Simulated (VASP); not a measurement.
Set up this calculation in VASP 6.6.1, as the native input.

| Quantity | Value |
| --- | --- |
| Task | single point |
| Functional | PBEsol |
| Potentials or basis | VASP PAW PBE potentials, release 64 (Hf_pv) |
| Cutoff | 520 eV |
| k mesh | 18 × 18 × 10 |
| Occupations | gaussian, width 0.15 eV |
| Spin | no spin polarisation |
| Dipole correction | no |
| Further INCAR settings | ALGO = Fast; EDIFF = 1e-06; NBANDS = 17 |

The structure of Hf lies in POSCAR:

```
Hf
1.0
    3.1602689342      0.0000000000      0.0000000000
   -1.5801344671      2.7368731798      0.0000000000
    0.0000000000      0.0000000000      4.3967000000
Hf
2
Direct
    0.3333333333      0.6666666667      0.2500000000
    0.6666666667      0.3333333333      0.7500000000
```

These files were run (other wordings do the same):

INCAR

```
ALGO = Fast ; EDIFF = 1E-6
ENCUT = 520 ; GGA = PS
ISIF = 2 ; ISMEAR = 0
LASPH = True ; LCHARG = True
LELF = True ; LREAL = False
LVHAR = True ; LWAVE = False
NBANDS = 17 ; NELM = 60
PREC = Accurate ; SIGMA = 0.15
```

KPOINTS

```
k-points
0
Gamma
  18 18 10
```

Potentials or basis: VASP PAW PBE potentials, release 64 (Hf_pv).

The run is started by

```sh
$ cat potpaw_PBE.64/Hf_pv/POTCAR > POTCAR
$ mpirun -np 1 vasp_std > vasp.out
```

Results of the run:

```json
{
 "Pressure": "19.1 GPa",
 "Band gap on the k mesh": "zero (bands 10 and 11 overlap by 1.49 eV)"
}
```

Caveat: the stress differs along the axes, from 13 to 32 GPa; the PAW data sets were made with another functional, which shifts forces and pressure a little; spin-orbit coupling is left out, which moves the levels of the heavy elements.

Run time: 82 s on 1 thread of Intel Xeon 6975P-C (shared host), peak memory 0.25 GiB.
